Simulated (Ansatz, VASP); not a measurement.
## InP: VASP beside Ansatz

```
CELL_PARAMETERS angstrom
0.00000 2.93435 2.84632
2.93435 0.00000 2.84632
2.93435 2.93435 0.00000
ATOMIC_POSITIONS crystal
In 0.00000 0.00000 0.00000
P 0.25000 0.25000 0.25000
```

Change from the starting cell: z stretched by -3 %, ions relaxed.

Alike in both runs: functional PBE; k mesh 13 × 13 × 13; occupations fermi-dirac, width 0.02 eV; no spin polarisation.

Ansatz relaxed the structure, and its values are those at the end. VASP's run is a single point on that final structure, the one shown.

|  | VASP | Ansatz |
| --- | --- | --- |
| version | VASP 6.6.1 | Ansatz 0.2.0 |
| potentials or method | VASP PAW PBE potentials, release 64 (In_d, P) | plane-wave PAW, scalar-relativistic |
| plane-wave cutoff (eV) | 520 | 420 |
| valence electrons in the cell | 18 | 18 |

|  | VASP | Ansatz | Ansatz less VASP |
| --- | --- | --- | --- |
| gap on the k mesh at the Fermi level (eV) | 0.76 | 0.76 | +0.003 |
| pressure (GPa) | 5.4 | 5.4 | +0.06 |

The functional is the same, so the differences come from potentials, cutoffs and numerics. Ansatz's warnings: stress scf threshold loose.
